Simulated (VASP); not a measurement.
# SnSe (R-3m) in VASP: further runs, part 2 of 2

VASP 6.6.1. Earlier steps stand in the parts before.

### Step 3. Single point, LDA

The input, INCAR:

```
PREC = Accurate ; ENCUT = 520
EDIFF = 1E-6 ; ISMEAR = 0
SIGMA = 0.05 ; LREAL = False
LASPH = True ; NELM = 100
ALGO = Normal ; ISIF = 2
LWAVE = False ; LCHARG = False
GGA = CA ; NBANDS = 17
```

The input, KPOINTS:

```
Automatic mesh
0
Gamma
  6 6 6
```

The input, POSCAR:

```
SnSe
1.0
    0.0301000000      3.0250500000      3.0250500000
    3.0250500000      0.0301000000      3.0250500000
    3.0250500000      3.0250500000      0.0301000000
Sn Se
1 1
Direct
    0.0000000000      0.0000000000      0.0000000000
    0.5000000000      0.5000000000      0.5000000000
```

Potentials or basis: VASP PAW LDA potentials, release 64 (Sn_d, Se).

On the command line:

```
$ cat potpaw_LDA.64/Sn_d/POTCAR potpaw_LDA.64/Se/POTCAR > POTCAR
$ mpirun -np 1 vasp_std > vasp.out
```

OUTCAR:

```text
PREC = Accurate
   ENCUT = 520
   EDIFF = 1E-6
   ISMEAR = 0
   LREAL = False
   LASPH = True
   NELM = 100
   ISIF = 2
   GGA = CA

 ion  position               nearest neighbor table
   1  0.000  0.000  0.000-   2 3.01   2 3.01   2 3.01   2 3.01   2 3.01   2 3.01
   2  0.500  0.500  0.500-   1 3.01   1 3.01   1 3.01   1 3.01   1 3.01   1 3.01

  LATTYP: Found a trigonal (rhomboedric) cell.
 ALAT       =     4.2781726257
 COS(alpha) =     0.5099250056

  Lattice vectors:

 A1 = (   0.0301000000,   3.0250500000,   3.0250500000)
 A2 = (   3.0250500000,   0.0301000000,   3.0250500000)
 A3 = (   3.0250500000,   3.0250500000,   0.0301000000)

Analysis of symmetry for initial positions (statically):
=====================================================================
 Subroutine PRICEL returns:
 Original cell was already a primitive cell.

 Routine SETGRP: Setting up the symmetry group for a
 trigonal (rhombohedral) supercell.

 Subroutine GETGRP returns: Found 12 space group operations
 (whereof 12 operations were pure point group operations)
 out of a pool of 12 trial point group operations.

The static configuration has the point symmetry D_3d.

Analysis of symmetry for dynamics (positions and initial velocities):
=====================================================================
 Subroutine PRICEL returns:
 Original cell was already a primitive cell.

 Routine SETGRP: Setting up the symmetry group for a
 trigonal (rhombohedral) supercell.

 Subroutine GETGRP returns: Found 12 space group operations
 (whereof 12 operations were pure point group operations)
 out of a pool of 12 trial point group operations.

The dynamic configuration has the point symmetry D_3d.

 Subroutine INISYM returns: Found 12 space group operations
 (whereof 12 operations are pure point group operations),
 and found     1 'primitive' translations

----------------------------------------------------------------------------------------

                                     Primitive cell

  volume of cell :      54.5377

  direct lattice vectors                    reciprocal lattice vectors
     0.030100000  3.025050000  3.025050000    -0.167774169  0.166121222  0.166121222
     3.025050000  0.030100000  3.025050000     0.166121222 -0.167774169  0.166121222
     3.025050000  3.025050000  0.030100000     0.166121222  0.166121222 -0.167774169

  length of vectors
     4.278172626  4.278172626  4.278172626     0.288687880  0.288687880  0.288687880

  position of ions in fractional coordinates (direct lattice)
     0.000000000  0.000000000  0.000000000
     0.500000000  0.500000000  0.500000000

  ion indices of the primitive-cell ions
   primitive index   ion index
                 1           1
                 2           2

----------------------------------------------------------------------------------------

 KPOINTS: Automatic mesh

Automatic generation of k-mesh.
 Grid dimensions read from file:
 generate k-points for:    6    6    6

 Generating k-lattice:

  Cartesian coordinates                     Fractional coordinates (reciprocal lattice)
    -0.027962362  0.027686870  0.027686870     0.166666667 -0.000000000 -0.000000000
     0.027686870 -0.027962362  0.027686870    -0.000000000  0.166666667 -0.000000000
     0.027686870  0.027686870 -0.027962362    -0.000000000 -0.000000000  0.166666667

  Length of vectors
     0.048114647  0.048114647  0.048114647

  Shift w.r.t. Gamma in fractional coordinates (k-lattice)
     0.000000000  0.000000000  0.000000000

 Subroutine IBZKPT returns following result:
 ===========================================

 Found     32 irreducible k-points:

 Following reciprocal coordinates:
            Coordinates               Weight
  0.000000  0.000000  0.000000      1.000000
  0.166667  0.000000 -0.000000      6.000000
  0.333333 -0.000000 -0.000000      6.000000
  0.500000 -0.000000 -0.000000      3.000000
  0.166667  0.166667  0.000000      6.000000
  0.333333  0.166667  0.000000     12.000000
[... 16 lines left out ...]
  0.500000  0.500000  0.166667      6.000000
 -0.333333  0.500000  0.166667     12.000000
 [... further k-points ...]
   k-points           NKPTS =     32   k-points in BZ     NKDIM =     32   number of bands    NBANDS=     17
   number of dos      NEDOS =    301   number of ions     NIONS =      2
   total plane-waves  NPLWV =  32768
   dimension x,y,z NGX =    32 NGY =   32 NGZ =   32
   dimension x,y,z NGXF=    64 NGYF=   64 NGZF=   64
   ions per type =               1   1
   NGX,Y,Z   is equivalent  to a cutoff of  12.43, 12.43, 12.43 a.u.
   NGXF,Y,Z  is equivalent  to a cutoff of  24.87, 24.87, 24.87 a.u.
 SYSTEM =  unknown system
   PREC   = accura    normal or accurate (medium, high low for compatibility)
   ISTART =      0    job   : 0-new  1-cont  2-samecut
   ICHARG =      2    charge: 1-file 2-atom 10-const
   ISPIN  =      1    spin polarized calculation?
   LNONCOLLINEAR =      F non collinear calculations
   LSORBIT =      F    spin-orbit coupling
   LASPH  =      T    aspherical Exc in radial PAW
   ENCUT  =  520.0 eV  38.22 Ry    6.18 a.u.   7.95  7.95  7.95*2*pi/ulx,y,z
   NELM   =    100;   NELMIN=  2; NELMDL= -5     # of ELM steps
   EDIFF  = 0.1E-05   stopping-criterion for ELM
   LREAL  =      F    real-space projection
   EDIFFG = 0.1E-04   stopping-criterion for IOM
   NSW    =      0    number of steps for IOM
   IBRION =     -1    ionic relax: 0-MD 1-quasi-New 2-CG
   NFREE  =      0    steps in history (QN), initial steepest desc. (CG)
   ISIF   =      2    stress and relaxation
   ISYM   =      2    0-nonsym 1-usesym 2-fastsym
   POTIM  = 0.5000    time-step for ionic-motion
   TEBEG  =    0.0;   TEEND  =   0.0 temperature during run
   PSTRESS=    0.0 pullay stress
   NELECT =      20.0000    total number of electrons
   NUPDOWN=      -1.0000    fix difference up-down
   EMIN   =  10.00;   EMAX   =-10.00  energy-range for DOS
   EFERMI =   0.00;   METHOD = LEGACY
   ISMEAR =     0;   SIGMA  =   0.05  broadening in eV -4-tet -1-fermi 0-gaus
   EFERMI_NEDOS =   21; number of points for ismear=-14 and -15
   IALGO  =     38    algorithm
   IMIX   =      4    mixing-type and parameters
     AMIX     =   0.40;   BMIX     =  1.00
     AMIX_MAG =   1.60;   BMIX_MAG =  1.00
  volume/ion in A,a.u.               =      27.27       184.02
  Fermi-wavevector in a.u.,A,eV,Ry     =   1.171797  2.214376 18.682281  1.373109
  Thomas-Fermi vector in A             =   2.308236
   LORBIT       =      0    0 simple, 1 ext, 2 COOP (PROOUT), +10 PAW based schemes
   GGA     = CA    functional components
   LHFCALC =     F    Hartree Fock is set to
   AEXX    =    0.0000 exact exchange contribution
   IVDW    =     0    specifies the selected vdW correction
   LEPSILON=     F    determine dielectric tensor
   LRPA    =     F    only Hartree local field effects (RPA)
 non-spin polarized calculation
 Gauss-broadening in eV      SIGMA  =   0.05
  energy-cutoff  :      520.00
  volume of cell :       54.54
 maximum number of plane-waves:      1484
   NGX = 15   NGY = 15   NGZ = 15

 number of electron      20.0000006 magnetization

 Free energy of the ion-electron system (eV)
  ---------------------------------------------------
  ext. energy  EPLUGINS =         0.00000000
  ---------------------------------------------------
  free energy    TOTEN  =        -9.49227479 eV

  energy without entropy =       -9.49227479  energy(sigma->0) =       -9.49227479

 E-fermi :   5.7024     XC(G=0):  -9.8867

 val. band max:        5.3951878555   @ k =   0.5000   0.5000   0.5000
 cond. band min:       5.9203485390   @ k =   0.5000  -0.0000  -0.0000
 fundamental gap:      0.5251606835
 Fermi energy:         5.7024477271

 k-point     1 :       0.0000    0.0000    0.0000
  band No.  band energies     occupation
      1     -16.0804      2.00000
      2     -16.0804      2.00000
      3     -16.0772      2.00000
      4     -16.0772      2.00000
      5     -16.0772      2.00000
      6      -8.4599      2.00000
[... 9 lines left out ...]
     16      11.3539      0.00000
     17      13.5698      0.00000

 k-point     2 :       0.1667    0.0000   -0.0000
  band No.  band energies     occupation
      1     -16.0821      2.00000
      2     -16.0810      2.00000
      3     -16.0768      2.00000
      4     -16.0751      2.00000
      5     -16.0741      2.00000
      6      -8.2678      2.00000
[... 9 lines left out ...]
     16      11.9921      0.00000
     17      15.2654      0.00000
[... 421 lines left out ...]
 k-point    24 :      -0.3333    0.5000    0.1667
  band No.  band energies     occupation
      1     -16.1025      2.00000
      2     -16.0782      2.00000
      3     -16.0767      2.00000
      4     -16.0658      2.00000
      5     -16.0594      2.00000
      6      -7.2273      2.00000
[... 9 lines left out ...]
     16      16.5759      0.00000
     17      18.1913      0.00000

 [... further k-points ...]
[... 5 lines left out ...]
  --------------------------------------------------------------------------------------
  -------------------------------------------------------------------------------------
  Total       -1.2217168     -1.2217168     -1.2217168     -0.0679824     -0.0679824     -0.0679824
  in kB      -35.8908807    -35.8908807    -35.8908807     -1.9971462     -1.9971462     -1.9971462
  external PRESSURE =     -35.8908807 kB  Pullay stress =       0.0000000 kB

 VOLUME and BASIS-vectors are now :
 -----------------------------------------------------------------------------
  energy-cutoff  :      520.00
  volume of cell :       54.54
      direct lattice vectors                 reciprocal lattice vectors
     0.030100000  3.025050000  3.025050000    -0.167774169  0.166121222  0.166121222
     3.025050000  0.030100000  3.025050000     0.166121222 -0.167774169  0.166121222
     3.025050000  3.025050000  0.030100000     0.166121222  0.166121222 -0.167774169

 POSITION                                       TOTAL-FORCE (eV/Angst)
 -----------------------------------------------------------------------------------
      0.00000      0.00000      0.00000         0.000000      0.000000      0.000000
      3.04010      3.04010      3.04010        -0.000000     -0.000000     -0.000000
 -----------------------------------------------------------------------------------
    total drift:                                0.000000     -0.000000     -0.000000

  FREE ENERGIE OF THE ION-ELECTRON SYSTEM (eV)
  ---------------------------------------------------
  free  energy   TOTEN  =        -9.4922747945 eV

  energy  without entropy=       -9.4922747945  energy(sigma->0) =       -9.49227479
```

stdout:

```text
POSCAR found type information on POSCAR SnSe
 POSCAR found :  2 types and       2 ions
 scaLAPACK will be used
 LDA part: xc-table for (Slater(with rela. corr.)+CA(PZ))
 , standard interpolation
 POSCAR, INCAR and KPOINTS ok, starting setup
 FFT: planning ... GRIDC
 FFT: planning ... GRID_SOFT
 FFT: planning ... GRID
 WAVECAR not read
 entering main loop
```

It took 20 s on 1 thread of Intel Xeon 6975P-C, shared host; peak memory 0.17 GiB.

Results:

- Free energy: -9.4923 eV
- Pressure: -3.6 GPa
- Band gap on the k mesh: 0.53 eV, indirect (least direct gap 0.62 eV)

Stress tensor (GPa, compression positive):
```
-3.59 -0.20 -0.20
-0.20 -3.59 -0.20
-0.20 -0.20 -3.59
```

Caveat: spin-orbit coupling is left out, which moves the levels of the heavy elements. A k mesh can miss the band edges.

### Step 4. Single point, LDA

The input, INCAR:

```
SYSTEM = SnSe
  PREC = Accurate
  ENCUT = 520
  EDIFF = 1E-7
  ISMEAR = 0
  SIGMA = 0.05
  LREAL = .FALSE.
  LASPH = .TRUE.
  NELM = 100
  ALGO = Normal
  ISIF = 2
  LWAVE = .FALSE.
  LCHARG = .TRUE.
  GGA = CA
  LELF = .TRUE.
  LVHAR = .TRUE.
  NBANDS = 17
```

The input, KPOINTS:

```
Automatic mesh
0
G
  6 6 6
  0 0 0
```

The input, POSCAR:

```
SnSe
1.0
    0.0602000000      3.0401000000      3.0401000000
    3.0401000000      0.0602000000      3.0401000000
    3.0401000000      3.0401000000      0.0602000000
Sn Se
1 1
Direct
    0.0000000000      0.0000000000      0.0000000000
    0.5000000000      0.5000000000      0.5000000000
```

Potentials or basis: VASP PAW LDA potentials, release 64 (Sn_d, Se).

On the command line:

```
$ cat potpaw_LDA.64/Sn_d/POTCAR potpaw_LDA.64/Se/POTCAR > POTCAR
$ mpirun -np 1 vasp_std > vasp.out
```

OUTCAR:

```text
SYSTEM = SnSe
   PREC = Accurate
   ENCUT = 520
   EDIFF = 1E-7
   ISMEAR = 0
   LREAL = .FALSE.
   LASPH = .TRUE.
   NELM = 100
   ISIF = 2
   GGA = CA

 ion  position               nearest neighbor table
   1  0.000  0.000  0.000-   2 3.01   2 3.01   2 3.01   2 3.01   2 3.01   2 3.01
   2  0.500  0.500  0.500-   1 3.01   1 3.01   1 3.01   1 3.01   1 3.01   1 3.01

  LATTYP: Found a trigonal (rhomboedric) cell.
 ALAT       =     4.2997720940
 COS(alpha) =     0.5197000882

  Lattice vectors:

 A1 = (   0.0602000000,   3.0401000000,   3.0401000000)
 A2 = (   3.0401000000,   0.0602000000,   3.0401000000)
 A3 = (   3.0401000000,   3.0401000000,   0.0602000000)

Analysis of symmetry for initial positions (statically):
=====================================================================
 Subroutine PRICEL returns:
 Original cell was already a primitive cell.

 Routine SETGRP: Setting up the symmetry group for a
 trigonal (rhombohedral) supercell.

 Subroutine GETGRP returns: Found 12 space group operations
 (whereof 12 operations were pure point group operations)
 out of a pool of 12 trial point group operations.

The static configuration has the point symmetry D_3d.

Analysis of symmetry for dynamics (positions and initial velocities):
=====================================================================
 Subroutine PRICEL returns:
 Original cell was already a primitive cell.

 Routine SETGRP: Setting up the symmetry group for a
 trigonal (rhombohedral) supercell.

 Subroutine GETGRP returns: Found 12 space group operations
 (whereof 12 operations were pure point group operations)
 out of a pool of 12 trial point group operations.

The dynamic configuration has the point symmetry D_3d.

 Subroutine INISYM returns: Found 12 space group operations
 (whereof 12 operations are pure point group operations),
 and found     1 'primitive' translations

[... 105 lines left out ...]
   NELECT =      20.0000    total number of electrons
   NUPDOWN=      -1.0000    fix difference up-down
   EMIN   =  10.00;   EMAX   =-10.00  energy-range for DOS
   EFERMI =   0.00;   METHOD = LEGACY
   ISMEAR =     0;   SIGMA  =   0.05  broadening in eV -4-tet -1-fermi 0-gaus
   EFERMI_NEDOS =   21; number of points for ismear=-14 and -15
   IALGO  =     38    algorithm
   IMIX   =      4    mixing-type and parameters
     AMIX     =   0.40;   BMIX     =  1.00
     AMIX_MAG =   1.60;   BMIX_MAG =  1.00
  volume/ion in A,a.u.               =      27.26       183.98
  Fermi-wavevector in a.u.,A,eV,Ry     =   1.171885  2.214541 18.685062  1.373313
  Thomas-Fermi vector in A             =   2.308322
   LORBIT       =      0    0 simple, 1 ext, 2 COOP (PROOUT), +10 PAW based schemes
   GGA     = CA    functional components
   LHFCALC =     F    Hartree Fock is set to
   AEXX    =    0.0000 exact exchange contribution
   IVDW    =     0    specifies the selected vdW correction
   LEPSILON=     F    determine dielectric tensor
   LRPA    =     F    only Hartree local field effects (RPA)
 non-spin polarized calculation
 Gauss-broadening in eV      SIGMA  =   0.05
  energy-cutoff  :      520.00
  volume of cell :       54.53
 maximum number of plane-waves:      1480
   NGX = 15   NGY = 15   NGZ = 15

 number of electron      20.0000007 magnetization

 Free energy of the ion-electron system (eV)
  ---------------------------------------------------
  ext. energy  EPLUGINS =         0.00000000
  ---------------------------------------------------
  free energy    TOTEN  =        -9.48949700 eV

  energy without entropy =       -9.48949700  energy(sigma->0) =       -9.48949700

 E-fermi :   5.6856     XC(G=0):  -9.8879

 val. band max:        5.4704183018   @ k =   0.5000   0.5000   0.5000
 cond. band min:       5.8969736096   @ k =   0.5000  -0.0000  -0.0000
 fundamental gap:      0.4265553078
 Fermi energy:         5.6856421409

 k-point     1 :       0.0000    0.0000    0.0000
  band No.  band energies     occupation
      1     -16.0795      2.00000
      2     -16.0795      2.00000
      3     -16.0750      2.00000
      4     -16.0746      2.00000
      5     -16.0746      2.00000
      6      -8.4574      2.00000
[... 457 lines left out ...]
      4     -16.0640      2.00000
      5     -16.0574      2.00000
      6      -7.2237      2.00000
[... 9 lines left out ...]
     16      16.5476      0.00000
     17      18.2180      0.00000

 [... further k-points ...]
[... 5 lines left out ...]
  --------------------------------------------------------------------------------------
  -------------------------------------------------------------------------------------
  Total       -1.2284969     -1.2284969     -1.2284969     -0.1380109     -0.1380109     -0.1380109
  in kB      -36.0981230    -36.0981230    -36.0981230     -4.0553090     -4.0553090     -4.0553090
  external PRESSURE =     -36.0981230 kB  Pullay stress =       0.0000000 kB

 VOLUME and BASIS-vectors are now :
 -----------------------------------------------------------------------------
  energy-cutoff  :      520.00
  volume of cell :       54.53
      direct lattice vectors                 reciprocal lattice vectors
     0.060200000  3.040100000  3.040100000    -0.169435874  0.166145857  0.166145857
     3.040100000  0.060200000  3.040100000     0.166145857 -0.169435874  0.166145857
     3.040100000  3.040100000  0.060200000     0.166145857  0.166145857 -0.169435874

 POSITION                                       TOTAL-FORCE (eV/Angst)
 -----------------------------------------------------------------------------------
      0.00000      0.00000      0.00000         0.000000     -0.000000      0.000000
      3.07020      3.07020      3.07020        -0.000000      0.000000     -0.000000
 -----------------------------------------------------------------------------------
    total drift:                                0.000000     -0.000000     -0.000000

  FREE ENERGIE OF THE ION-ELECTRON SYSTEM (eV)
  ---------------------------------------------------
  free  energy   TOTEN  =        -9.4894970025 eV

  energy  without entropy=       -9.4894970025  energy(sigma->0) =       -9.48949700
```

OSZICAR:

```text
N       E                     dE             d eps       ncg     rms          rms(c)
DAV:   1     0.132240898339E+03    0.13224E+03   -0.96945E+03  1096   0.143E+03
DAV:   2     0.327365021221E+01   -0.12897E+03   -0.12534E+03  1164   0.347E+02
DAV:   3    -0.934953288083E+01   -0.12623E+02   -0.12549E+02  1318   0.946E+01
DAV:   4    -0.966641026486E+01   -0.31688E+00   -0.31666E+00  1344   0.160E+01
DAV:   5    -0.967525417108E+01   -0.88439E-02   -0.88433E-02  1553   0.260E+00    0.319E+00
DAV:   6    -0.949700686925E+01    0.17825E+00   -0.44937E-01  1589   0.396E+00    0.193E+00
DAV:   7    -0.949110230907E+01    0.59046E-02   -0.62524E-02  1338   0.113E+00    0.921E-01
DAV:   8    -0.948966382493E+01    0.14385E-02   -0.63391E-03  1252   0.656E-01    0.797E-02
DAV:   9    -0.948949229347E+01    0.17153E-03   -0.11608E-03  1590   0.241E-01    0.392E-02
DAV:  10    -0.948949643061E+01   -0.41371E-05   -0.87223E-05  1256   0.558E-02    0.745E-03
DAV:  11    -0.948949700556E+01   -0.57496E-06   -0.47156E-06  1471   0.151E-02    0.247E-03
DAV:  12    -0.948949700248E+01    0.30882E-08   -0.28405E-07  1215   0.749E-03
   1 F= -.94894970E+01 E0= -.94894970E+01  d E =-.800615E-11
```

Wall time 21 s (1 thread of Intel Xeon 6975P-C, shared host); peak memory 0.17 GiB.

Results:

* Free energy: -9.4895 eV
* Pressure: -3.6 GPa
* Band gap on the k mesh: 0.43 eV, indirect (least direct gap 0.62 eV)

Caveat: spin-orbit coupling is left out, which moves the levels of the heavy elements.

### Step 5. Summary

| cell | gap on the mesh (eV) | pressure (GPa) |
| --- | --- | --- |
| a = 4.236 Å, angles 60.7°, 2 atoms | 0.53 | -3.6 |
| a = 4.278 Å, angles 59.3°, 2 atoms | 0.53 | -3.6 |
| a = 4.300 Å, angles 58.7°, 2 atoms | 0.43 | -3.6 |

Alike in all rows: task single point; level LDA; potentials or basis VASP PAW LDA potentials, release 64 (Sn_d, Se); no spin polarisation; k mesh 6 × 6 × 6; cutoff (eV) 520; smearing gaussian 0.05 eV.

Caveats: spin-orbit coupling is left out, which moves the levels of the heavy elements.

Absolute energies hang on the potentials; compare differences alone.
